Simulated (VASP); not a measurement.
# TiO2 (Fm-3m) in VASP: further runs

TiO2 is run at these levels: PBE; tasks: single point.

Program: VASP 6.6.1. These are calculated values, not measurements. Logs are shortened: lines on timing, memory, paths and dates and some standing lists are left out, and cuts for length are marked.

## 1. The cell of the first run

It takes space group Fm-3m (No. 225, cubic). Conventional cell: a = 4.731 Å, b = 4.731 Å, c = 4.731 Å, α = 90.00°, β = 90.00°, γ = 90.00°. Within 2.7 Å of Ti (site symmetry m-3m) lie 8 O at 2.05 Å. Within 2.7 Å of O (site symmetry -43m) lie 4 Ti at 2.05 Å and 6 O at 2.37 Å.

## 2. Single point, PBE (volume changed by -6%)

INCAR

```
  ALGO = Normal
  EDIFF = 1E-6
  ENCUT = 520
  GGA = PE
  ISIF = 2
  ISMEAR = 0
  LASPH = True
  LCHARG = False
  LREAL = False
  LWAVE = False
  NBANDS = 19
  NELM = 80
  PREC = Accurate
  SIGMA = 0.01
```

KPOINTS

```
k-points
0
Gamma
  8 8 8
```

POSCAR

```
TiO2
1.0
    0.0000000000      2.3656684551      2.3656684551
    2.3656684551      0.0000000000      2.3656684551
    2.3656684551      2.3656684551      0.0000000000
Ti O
1 2
Direct
    0.0000000000      0.0000000000      0.0000000000
    0.2500000000      0.2500000000      0.2500000000
    0.7500000000      0.7500000000      0.7500000000
```

Potentials or basis: VASP PAW PBE potentials, release 64 (Ti_sv, O).

Started as:

```
cat potpaw_PBE.64/Ti_sv/POTCAR potpaw_PBE.64/O/POTCAR > POTCAR
mpirun -np 1 vasp_std > vasp.out
```

OUTCAR:

```text
EDIFF = 1E-6
   ENCUT = 520
   GGA = PE
   ISIF = 2
   ISMEAR = 0
   LASPH = True
   LREAL = False
   NELM = 80
   PREC = Accurate

 ion  position               nearest neighbor table
   1  0.000  0.000  0.000-   3 2.05   3 2.05   3 2.05   2 2.05   3 2.05   2 2.05   2 2.05   2 2.05

   2  0.250  0.250  0.250-   1 2.05   1 2.05   1 2.05   1 2.05
   3  0.750  0.750  0.750-   1 2.05   1 2.05   1 2.05   1 2.05

  LATTYP: Found a face centered cubic cell.
 ALAT       =     4.7313369102

  Lattice vectors:

 A1 = (   0.0000000000,   2.3656684551,   2.3656684551)
 A2 = (   2.3656684551,   0.0000000000,   2.3656684551)
 A3 = (   2.3656684551,   2.3656684551,   0.0000000000)

Analysis of symmetry for initial positions (statically):
=====================================================================
 Subroutine PRICEL returns:
 Original cell was already a primitive cell.

 Routine SETGRP: Setting up the symmetry group for a
 face centered cubic supercell.

 Subroutine GETGRP returns: Found 48 space group operations
 (whereof 48 operations were pure point group operations)
 out of a pool of 48 trial point group operations.

The static configuration has the point symmetry O_h .

Analysis of symmetry for dynamics (positions and initial velocities):
=====================================================================
 Subroutine PRICEL returns:
 Original cell was already a primitive cell.

 Routine SETGRP: Setting up the symmetry group for a
 face centered cubic supercell.

 Subroutine GETGRP returns: Found 48 space group operations
 (whereof 48 operations were pure point group operations)
 out of a pool of 48 trial point group operations.

The dynamic configuration has the point symmetry O_h .

 Subroutine INISYM returns: Found 48 space group operations
 (whereof 48 operations are pure point group operations),
 and found     1 'primitive' translations

----------------------------------------------------------------------------------------

                                     Primitive cell

  volume of cell :      26.4784

  direct lattice vectors                    reciprocal lattice vectors
     0.000000000  2.365668455  2.365668455    -0.211356752  0.211356752  0.211356752
     2.365668455  0.000000000  2.365668455     0.211356752 -0.211356752  0.211356752
     2.365668455  2.365668455  0.000000000     0.211356752  0.211356752 -0.211356752

  length of vectors
     3.345560413  3.345560413  3.345560413     0.366080632  0.366080632  0.366080632

  position of ions in fractional coordinates (direct lattice)
     0.000000000  0.000000000  0.000000000
     0.250000000  0.250000000  0.250000000
     0.750000000  0.750000000  0.750000000

  ion indices of the primitive-cell ions
   primitive index   ion index
                 1           1
                 2           2
                 3           3

----------------------------------------------------------------------------------------

 KPOINTS: k-points

Automatic generation of k-mesh.
 Grid dimensions read from file:
 generate k-points for:    8    8    8

 Generating k-lattice:

  Cartesian coordinates                     Fractional coordinates (reciprocal lattice)
    -0.026419594  0.026419594  0.026419594     0.125000000  0.000000000  0.000000000
     0.026419594 -0.026419594  0.026419594     0.000000000  0.125000000  0.000000000
     0.026419594  0.026419594 -0.026419594     0.000000000  0.000000000  0.125000000

  Length of vectors
     0.045760079  0.045760079  0.045760079

  Shift w.r.t. Gamma in fractional coordinates (k-lattice)
     0.000000000  0.000000000  0.000000000

 Subroutine IBZKPT returns following result:
 ===========================================

 Found     29 irreducible k-points:

 Following reciprocal coordinates:
            Coordinates               Weight
  0.000000  0.000000  0.000000      1.000000
  0.125000  0.000000  0.000000      8.000000
  0.250000  0.000000  0.000000      8.000000
  0.375000  0.000000  0.000000      8.000000
  0.500000  0.000000  0.000000      4.000000
  0.125000  0.125000  0.000000      6.000000
[... 16 lines left out ...]
  0.500000  0.250000  0.125000     48.000000
 -0.375000  0.250000  0.125000     24.000000
 [... further k-points ...]
   k-points           NKPTS =     29   k-points in BZ     NKDIM =     29   number of bands    NBANDS=     19
   number of dos      NEDOS =    301   number of ions     NIONS =      3
   total plane-waves  NPLWV =  21952
   dimension x,y,z NGX =    28 NGY =   28 NGZ =   28
   dimension x,y,z NGXF=    56 NGYF=   56 NGZF=   56
   ions per type =               1   2
   NGX,Y,Z   is equivalent  to a cutoff of  13.91, 13.91, 13.91 a.u.
   NGXF,Y,Z  is equivalent  to a cutoff of  27.83, 27.83, 27.83 a.u.
 SYSTEM =  unknown system
   PREC   = accura    normal or accurate (medium, high low for compatibility)
   ISTART =      0    job   : 0-new  1-cont  2-samecut
   ICHARG =      2    charge: 1-file 2-atom 10-const
   ISPIN  =      1    spin polarized calculation?
   LNONCOLLINEAR =      F non collinear calculations
   LSORBIT =      F    spin-orbit coupling
   LASPH  =      T    aspherical Exc in radial PAW
   ENCUT  =  520.0 eV  38.22 Ry    6.18 a.u.   6.22  6.22  6.22*2*pi/ulx,y,z
   NELM   =     80;   NELMIN=  2; NELMDL= -5     # of ELM steps
   EDIFF  = 0.1E-05   stopping-criterion for ELM
   LREAL  =      F    real-space projection
   EDIFFG = 0.1E-04   stopping-criterion for IOM
   NSW    =      0    number of steps for IOM
   IBRION =     -1    ionic relax: 0-MD 1-quasi-New 2-CG
   NFREE  =      0    steps in history (QN), initial steepest desc. (CG)
   ISIF   =      2    stress and relaxation
   ISYM   =      2    0-nonsym 1-usesym 2-fastsym
   POTIM  = 0.5000    time-step for ionic-motion
   TEBEG  =    0.0;   TEEND  =   0.0 temperature during run
   PSTRESS=    0.0 pullay stress
   NELECT =      24.0000    total number of electrons
   NUPDOWN=      -1.0000    fix difference up-down
   EMIN   =  10.00;   EMAX   =-10.00  energy-range for DOS
   EFERMI =   0.00;   METHOD = LEGACY
   ISMEAR =     0;   SIGMA  =   0.01  broadening in eV -4-tet -1-fermi 0-gaus
   EFERMI_NEDOS =   21; number of points for ismear=-14 and -15
   IALGO  =     38    algorithm
   IMIX   =      4    mixing-type and parameters
     AMIX     =   0.40;   BMIX     =  1.00
     AMIX_MAG =   1.60;   BMIX_MAG =  1.00
  volume/ion in A,a.u.               =       8.83        59.56
  Fermi-wavevector in a.u.,A,eV,Ry     =   1.584339  2.993966 34.152381  2.510129
  Thomas-Fermi vector in A             =   2.683972
   LORBIT       =      0    0 simple, 1 ext, 2 COOP (PROOUT), +10 PAW based schemes
   GGA     = PE    functional components
   LHFCALC =     F    Hartree Fock is set to
   AEXX    =    0.0000 exact exchange contribution
   IVDW    =     0    specifies the selected vdW correction
   LEPSILON=     F    determine dielectric tensor
   LRPA    =     F    only Hartree local field effects (RPA)
 non-spin polarized calculation
 Gauss-broadening in eV      SIGMA  =   0.01
  energy-cutoff  :      520.00
  volume of cell :       26.48
 maximum number of plane-waves:       725
 NGX is ok and might be reduce to    28
   NGX = 13   NGY = 13   NGZ = 13

 number of electron      23.9999999 magnetization

 Free energy of the ion-electron system (eV)
  ---------------------------------------------------
  ext. energy  EPLUGINS =         0.00000000
  ---------------------------------------------------
  free energy    TOTEN  =       -25.93280870 eV

  energy without entropy =      -25.93280870  energy(sigma->0) =      -25.93280870

 E-fermi :   7.9993     XC(G=0): -12.4648

 val. band max:        7.9126865955   @ k =   0.5000   0.5000   0.0000
 cond. band min:       9.0701733296   @ k =   0.0000   0.0000   0.0000
 fundamental gap:      1.1574867341
 Fermi energy:         7.9993491610

 k-point     1 :       0.0000    0.0000    0.0000
  band No.  band energies     occupation
      1     -49.7674      2.00000
      2     -25.8551      2.00000
      3     -25.8551      2.00000
      4     -25.8551      2.00000
      5     -12.1028      2.00000
      6      -8.0220      2.00000
[... 11 lines left out ...]
     18      15.9173      0.00000
     19      22.4112      0.00000

 k-point     2 :       0.1250    0.0000    0.0000
  band No.  band energies     occupation
      1     -49.7631      2.00000
      2     -25.9016      2.00000
      3     -25.8605      2.00000
      4     -25.8605      2.00000
      5     -11.9020      2.00000
      6      -8.2634      2.00000
[... 11 lines left out ...]
     18      16.4550      0.00000
     19      22.3429      0.00000

 k-point     3 :       0.2500    0.0000    0.0000
  band No.  band energies     occupation
      1     -49.7529      2.00000
      2     -26.0114      2.00000
      3     -25.8734      2.00000
      4     -25.8734      2.00000
      5     -11.3848      2.00000
      6      -8.8032      2.00000
[... 11 lines left out ...]
     18      17.6253      0.00000
     19      22.3139      0.00000

 k-point     4 :       0.3750    0.0000    0.0000
  band No.  band energies     occupation
      1     -49.7427      2.00000
      2     -26.1180      2.00000
      3     -25.8863      2.00000
      4     -25.8863      2.00000
      5     -10.7796      2.00000
      6      -9.3399      2.00000
[... 11 lines left out ...]
     18      18.2489      0.00000
     19      22.8074      0.00000

 k-point     5 :       0.5000    0.0000    0.0000
  band No.  band energies     occupation
      1     -49.7385      2.00000
      2     -26.1612      2.00000
      3     -25.8916      2.00000
      4     -25.8916      2.00000
      5     -10.4479      2.00000
      6      -9.6192      2.00000
[... 11 lines left out ...]
     18      18.2635      0.00000
     19      23.2836      0.00000
[... 334 lines left out ...]
      2     -26.1750      2.00000
      3     -25.9456      2.00000
      4     -25.9456      2.00000
      5      -9.9454      2.00000
      6      -9.7165      2.00000
[... 11 lines left out ...]
     18      19.8624      0.00000
     19      22.5768      0.00000

 k-point    22 :       0.3750    0.2500    0.1250
  band No.  band energies     occupation
      1     -49.7453      2.00000
      2     -26.0443      2.00000
      3     -25.9241      2.00000
      4     -25.8898      2.00000
      5     -10.9690      2.00000
      6      -9.1273      2.00000
[... 11 lines left out ...]
     18      18.1518      0.00000
     19      22.5695      0.00000

 k-point    23 :       0.5000    0.2500    0.1250
  band No.  band energies     occupation
      1     -49.7371      2.00000
      2     -26.0975      2.00000
      3     -25.9623      2.00000
      4     -25.9045      2.00000
      5     -10.4471      2.00000
      6      -9.5104      2.00000
[... 11 lines left out ...]
     18      18.8590      0.00000
     19      23.2173      0.00000

 k-point    24 :      -0.3750    0.2500    0.1250
  band No.  band energies     occupation
      1     -49.7337      2.00000
      2     -26.1188      2.00000
      3     -25.9773      2.00000
      4     -25.9119      2.00000
      5     -10.1515      2.00000
      6      -9.7303      2.00000
[... 11 lines left out ...]
     18      19.0404      0.00000
     19      23.6794      0.00000

 [... further k-points ...]
[... 5 lines left out ...]
  --------------------------------------------------------------------------------------
  -------------------------------------------------------------------------------------
  Total        3.0645056      3.0645056      3.0645056     -0.0000000      0.0000000      0.0000000
  in kB      185.4297339    185.4297339    185.4297339     -0.0000000      0.0000000      0.0000000
  external PRESSURE =     185.4297339 kB  Pullay stress =       0.0000000 kB

 VOLUME and BASIS-vectors are now :
 -----------------------------------------------------------------------------
  energy-cutoff  :      520.00
  volume of cell :       26.48
      direct lattice vectors                 reciprocal lattice vectors
     0.000000000  2.365668455  2.365668455    -0.211356752  0.211356752  0.211356752
     2.365668455  0.000000000  2.365668455     0.211356752 -0.211356752  0.211356752
     2.365668455  2.365668455  0.000000000     0.211356752  0.211356752 -0.211356752

 POSITION                                       TOTAL-FORCE (eV/Angst)
 -----------------------------------------------------------------------------------
      0.00000      0.00000      0.00000        -0.000000      0.000000      0.000000
      1.18283      1.18283      1.18283         0.000000      0.000000      0.000000
      3.54850      3.54850      3.54850        -0.000000     -0.000000     -0.000000
 -----------------------------------------------------------------------------------
    total drift:                                0.000000     -0.000000      0.000000

  FREE ENERGIE OF THE ION-ELECTRON SYSTEM (eV)
  ---------------------------------------------------
  free  energy   TOTEN  =       -25.9328087044 eV

  energy  without entropy=      -25.9328087044  energy(sigma->0) =      -25.93280870
```

It took 14 s on 1 thread of Intel Xeon Platinum 8488C (Sapphire Rapids), shared host; peak memory 0.16 GiB.

What came out:

* Free energy: -25.9328 eV
* Pressure: 18.5 GPa
* Band gap on the k mesh: 1.16 eV, indirect (least direct gap 1.92 eV)

Levels at points of the mesh, in eV from the valence-band top:
```tsv
k point	band 8	band 9	band 10	band 11	band 12	band 13	band 14	band 15	band 16	band 17
(0.00, 0.00, 0.00)	-6.31	-6.31	-0.91	-0.91	-0.91	1.16	1.16	5.67	5.67	5.67
(0.50, 0.00, 0.00)	-5.18	-3.51	-3.37	-2.64	-2.64	1.54	1.54	3.07	5.24	5.24
(0.50, 0.50, 0.00)	-4.80	-4.80	-2.20	-2.20	0.00	1.92	1.93	3.12	4.38	4.38
```

Caveat: the cell differs from its parent crystal (volume changed by -6%). A k mesh can miss the band edges.

## 3. Single point, PBE

This run uses another cell than the first one, of 9.39 Å³/atom, 1.064 times its volume.

INCAR

```
PREC = Accurate
ENCUT = 520
EDIFF = 1E-6
ISMEAR = 0
SIGMA = 0.01
LREAL = False
LASPH = True
NELM = 100
ALGO = Normal
ISIF = 2
LWAVE = False
LCHARG = True
GGA = PE
LELF = True
LVHAR = True
NBANDS = 19
```

KPOINTS

```
regular mesh
0
Gamma
  8 8 8
```

POSCAR

```
TiO2
1.0
    0.0000000000      2.4149673358      2.4149673358
    2.4149673358      0.0000000000      2.4149673358
    2.4149673358      2.4149673358      0.0000000000
Ti O
1 2
Direct
    0.0000000000      0.0000000000      0.0000000000
    0.2500000000      0.2500000000      0.2500000000
    0.7500000000      0.7500000000      0.7500000000
```

Potentials or basis: VASP PAW PBE potentials, release 64 (Ti_sv, O).

Started as:

```
cat potpaw_PBE.64/Ti_sv/POTCAR potpaw_PBE.64/O/POTCAR > POTCAR
mpirun -np 1 vasp_std > vasp.out
```

OUTCAR:

```text
PREC = Accurate
   ENCUT = 520
   EDIFF = 1E-6
   ISMEAR = 0
   LREAL = False
   LASPH = True
   NELM = 100
   ISIF = 2
   GGA = PE

 ion  position               nearest neighbor table
   1  0.000  0.000  0.000-   3 2.09   3 2.09   3 2.09   2 2.09   3 2.09   2 2.09   2 2.09   2 2.09

   2  0.250  0.250  0.250-   1 2.09   1 2.09   1 2.09   1 2.09
   3  0.750  0.750  0.750-   1 2.09   1 2.09   1 2.09   1 2.09

  LATTYP: Found a face centered cubic cell.
 ALAT       =     4.8299346716

  Lattice vectors:

[... 701 lines left out ...]
      6     -10.3285      2.00000
[... 11 lines left out ...]
     18      17.9916      0.00000
     19      21.9053      0.00000

 [... further k-points ...]
[... 5 lines left out ...]
  --------------------------------------------------------------------------------------
  -------------------------------------------------------------------------------------
  Total        0.1415007      0.1415007      0.1415007     -0.0000000     -0.0000000      0.0000000
  in kB        8.0483248      8.0483248      8.0483248     -0.0000000     -0.0000000      0.0000000
  external PRESSURE =       8.0483248 kB  Pullay stress =       0.0000000 kB

 VOLUME and BASIS-vectors are now :
 -----------------------------------------------------------------------------
  energy-cutoff  :      520.00
  volume of cell :       28.17
      direct lattice vectors                 reciprocal lattice vectors
     0.000000000  2.414967336  2.414967336    -0.207042138  0.207042138  0.207042138
     2.414967336  0.000000000  2.414967336     0.207042138 -0.207042138  0.207042138
     2.414967336  2.414967336  0.000000000     0.207042138  0.207042138 -0.207042138

 POSITION                                       TOTAL-FORCE (eV/Angst)
 -----------------------------------------------------------------------------------
      0.00000      0.00000      0.00000        -0.000000     -0.000000     -0.000000
      1.20748      1.20748      1.20748        -0.000000     -0.000000     -0.000000
      3.62245      3.62245      3.62245         0.000000      0.000000      0.000000
 -----------------------------------------------------------------------------------
    total drift:                               -0.000000     -0.000000      0.000000

  FREE ENERGIE OF THE ION-ELECTRON SYSTEM (eV)
  ---------------------------------------------------
  free  energy   TOTEN  =       -26.0329265479 eV

  energy  without entropy=      -26.0329265479  energy(sigma->0) =      -26.03292655
```

OSZICAR:

```text
N       E                     dE             d eps       ncg     rms          rms(c)
DAV:   1     0.250261938755E+03    0.25026E+03   -0.13008E+04  1102   0.150E+03
DAV:   2    -0.127074337955E+02   -0.26297E+03   -0.24754E+03  1161   0.413E+02
DAV:   3    -0.350017009180E+02   -0.22294E+02   -0.22013E+02  1276   0.124E+02
DAV:   4    -0.357396338293E+02   -0.73793E+00   -0.73654E+00  1593   0.209E+01
DAV:   5    -0.357500038634E+02   -0.10370E-01   -0.10365E-01  1267   0.229E+00    0.206E+01
DAV:   6    -0.267217417394E+02    0.90283E+01   -0.43478E+01  1336   0.750E+01    0.989E+00
DAV:   7    -0.263327393810E+02    0.38900E+00   -0.11962E+01  1309   0.302E+01    0.599E+00
DAV:   8    -0.262040699007E+02    0.12867E+00   -0.29495E-01  1259   0.503E+00    0.465E+00
DAV:   9    -0.263416582828E+02   -0.13759E+00   -0.37751E+00  1308   0.168E+01    0.502E+00
DAV:  10    -0.260473324342E+02    0.29433E+00   -0.11711E+00  1450   0.872E+00    0.117E+00
DAV:  11    -0.260359665382E+02    0.11366E-01   -0.95734E-02  1424   0.259E+00    0.555E-01
DAV:  12    -0.260330538191E+02    0.29127E-02   -0.82800E-03  1239   0.760E-01    0.194E-01
DAV:  13    -0.260332983175E+02   -0.24450E-03   -0.40638E-04  1363   0.177E-01    0.193E-01
DAV:  14    -0.260329357632E+02    0.36255E-03   -0.13967E-03  1210   0.251E-01    0.258E-02
DAV:  15    -0.260329594060E+02   -0.23643E-04   -0.57474E-05  1231   0.757E-02    0.468E-02
DAV:  16    -0.260329318992E+02    0.27507E-04   -0.48393E-05  1210   0.702E-02    0.191E-02
DAV:  17    -0.260329263896E+02    0.55096E-05   -0.22770E-05  1270   0.460E-02    0.136E-03
DAV:  18    -0.260329265479E+02   -0.15829E-06   -0.56698E-07   706   0.742E-03
   1 F= -.26032927E+02 E0= -.26032927E+02  d E =-.464778E-35
```

stdout:

```text
POSCAR found type information on POSCAR TiO
 POSCAR found :  2 types and       3 ions
 scaLAPACK will be used
 LDA part: xc-table for (Slater+PW92), standard interpolation
 POSCAR, INCAR and KPOINTS ok, starting setup
 FFT: planning ... GRIDC
 FFT: planning ... GRID_SOFT
 FFT: planning ... GRID
 WAVECAR not read
 entering main loop
```

Wall time 17 s (1 thread of Intel Xeon Platinum 8488C (Sapphire Rapids), shared host); peak memory 0.16 GiB.

Results:

```
Free energy            : -26.0329 eV
Pressure               : 0.8 GPa
Band gap on the k mesh : 1.11 eV, indirect (least direct gap 1.78 eV)
```
